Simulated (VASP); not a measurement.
Here is a VASP 6.6.1 calculation.

File INCAR:

```
SYSTEM = CuO
PREC     = Accurate       ! precision mode
ENCUT    = 520            ! plane-wave cutoff, eV
EDIFF    = 1E-7           ! SCF threshold, eV
ISMEAR   = 0              ! smearing method
SIGMA    = 0.05           ! smearing width, eV
LREAL    = .False.        ! projectors in reciprocal space
LASPH    = .True.         ! aspherical terms in the spheres
NELM     = 150            ! most SCF steps
ALGO     = Normal         ! electronic algorithm
ISIF     = 2              ! what is computed and relaxed
LWAVE    = .False.        ! write WAVECAR
LCHARG   = .False.        ! write CHGCAR
LMAXMIX  = 4              ! l up to which the mixer works
LDAU     = .True.         ! DFT+U
LDAUTYPE = 2            
LDAUL    = 2 -1           ! shell
LDAUU    = 4 0            ! U, eV
LDAUJ    = 0 0          
LDAUPRINT= 1            
GGA      = PE             ! functional
NBANDS   = 25             ! bands
```

KPOINTS

```
regular mesh
0
Gamma
  16 16 8
  0 0 0
```

Contents of POSCAR:

```
CuO
1.0
    2.3446500000     -1.7134000000      0.0000000000
    2.3446500000      1.7134000000      0.0000000000
   -0.8605500000      0.0000000000      5.0594400000
Cu O
2 2
Direct
    0.0032000000      0.4968000000      0.0000000000
    0.4968000000      0.0032000000      0.5000000000
    0.5714000000      0.4056000000      0.2537000000
    0.4056000000      0.5714000000      0.7537000000
```

Potentials or basis: VASP PAW PBE potentials, release 64 (Cu, O).

Run with:

```sh
$ cat potpaw_PBE.64/Cu/POTCAR potpaw_PBE.64/O/POTCAR > POTCAR
$ mpirun -np 1 vasp_std > vasp.out
```

Estimate the band gap on the k mesh.

zero (bands 17 and 18 overlap by 0.79 eV).

What does it give for the largest force?

0.725 eV/Å.

Forces on the atoms (eV/Å):
```
Cu  -0.600  0.330  0.237
Cu  -0.600 -0.330  0.237
O    0.600  0.233 -0.237
O    0.600 -0.233 -0.237
```

Caveat: U without spin polarisation on a metal has little footing.
